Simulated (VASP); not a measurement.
The system is HfO2.

```
CELL_PARAMETERS angstrom
0.00000 2.55750 2.55750
2.55750 0.00000 2.55750
2.55750 2.55750 0.00000
ATOMIC_POSITIONS crystal
Hf 0.00000 0.00000 0.00000
O 0.75000 0.75000 0.75000
O 0.25000 0.25000 0.25000
```

Program: VASP 6.6.1. Alike in all runs: task single point; potentials or basis VASP PAW PBE potentials, release 64 (Hf_pv, O); cell as given.

Question: Order these runs on this cell by their pressure, lowest first.
A. level PBE exchange alone; spin off; k mesh 9 × 9 × 9; cutoff (eV) 520; smearing fermi-dirac 0.05 eV
B. level PBEsol; spin off; k mesh 8 × 8 × 8; cutoff (eV) 600; smearing fermi-dirac 0.025 eV
C. level PBEsol+U; spin off; U Hf d U = 2.0 eV; k mesh 9 × 9 × 9; cutoff (eV) 520; smearing fermi-dirac 0.05 eV
D. level rpbe exchange, lyp correlation; spin non-collinear, typed start; k mesh 7 × 7 × 7; cutoff (eV) 600; smearing fermi-dirac 0.15 eV
E. level PBE; spin off; k mesh 9 × 9 × 9; cutoff (eV) 520; smearing gaussian 0.03 eV

Answer: B (-13.7 GPa), C (-8.2 GPa), E (-6.0 GPa), D (5.8 GPa), A (15.3 GPa).

Caveats: the cell stands under tension (at least some runs); the PAW data sets were made with another functional, which shifts forces and pressure a little (at least some runs); the cell stands under pressure (at least some runs).
